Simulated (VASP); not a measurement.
The system is SiC.

```
CELL_PARAMETERS angstrom
0.00000 2.01387 2.01387
2.01387 0.00000 2.01387
2.01387 2.01387 0.00000
ATOMIC_POSITIONS crystal
Si 0.00000 0.00000 0.00000
C 0.50000 0.50000 0.50000
```

Base run:

```yaml
Program: VASP 6.6.1
Functional: PBE
Potentials_or_basis: VASP PAW PBE potentials, release 64 (Si, C)
Cutoff: 520 eV
k_mesh: 8 × 8 × 8
Occupations: fermi-dirac, width 0.02 eV
Spin: no spin polarisation
```

Its results: band gap on the k mesh zero (bands 4 and 5 overlap by 0.89 eV); pressure 6.3 GPa.

**Question.** After a change of settings the same cell gave: band gap on the k mesh zero (bands 4 and 5 overlap by 0.85 eV); pressure 3.3 GPa. Which change was it?
A. spin from no spin polarisation to collinear spin, zero start; further incar settings from ALGO = Normal; EDIFF = 1e-06; NBANDS = 11 to ALGO = Normal; EDIFF = 1e-06; NBANDS = 15
B. functional from PBE to PBE-based global hybrid with 5 % exact exchange; k mesh from 8 × 8 × 8 to 6 × 6 × 6
C. functional from PBE to r2SCAN; further incar settings from ALGO = Normal; EDIFF = 1e-06; NBANDS = 11 to ALGO = Normal; EDIFF = 1e-07; NBANDS = 11
D. occupations from fermi-dirac, width 0.02 eV to methfessel-paxton, width 0.5 eV; further incar settings from ALGO = Normal; EDIFF = 1e-06; NBANDS = 11 to ALGO = Normal; EDIFF = 1e-07; NBANDS = 11

**Answer.** B.

Caveats: some runs use coarse meshes; the cell stands under pressure (at least some runs); the PAW data sets were made with another functional, which shifts forces and pressure a little (at least some runs).
